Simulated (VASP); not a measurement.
Hf:

```
Hf
1.0
     0.00000    2.26354    2.26354
     2.26354    0.00000    2.26354
     2.26354    2.26354    0.00000
Hf
1
Direct
  0.00000 0.00000 0.00000
```

Base run:

- Program: VASP 6.6.1
- Functional: r2SCAN
- Potentials or basis: VASP PAW PBE potentials, release 64 (Hf_pv)
- Cutoff: 520 eV
- k mesh: 10 × 10 × 10
- Occupations: fermi-dirac, width 0.05 eV
- Spin: no spin polarisation

Its results: band gap on the k mesh zero (band 5 reaches 5.94 eV, above the bottom of band 6 at 4.00 eV); pressure -3.6 GPa.

The run is repeated on the same cell with these changes: functional from r2SCAN to PBEsol; further incar settings from ALGO = Normal; EDIFF = 1e-07; NBANDS = 11 to ALGO = Fast; EDIFF = 1e-06; NBANDS = 11. What comes out?

Band gap on the k mesh zero (band 5 reaches 5.71 eV, above the bottom of band 6 at 3.95 eV); pressure -7.5 GPa.

Caveats: the PAW data sets were made with another functional, which shifts forces and pressure a little; spin-orbit coupling is left out, which moves the levels of the heavy elements.
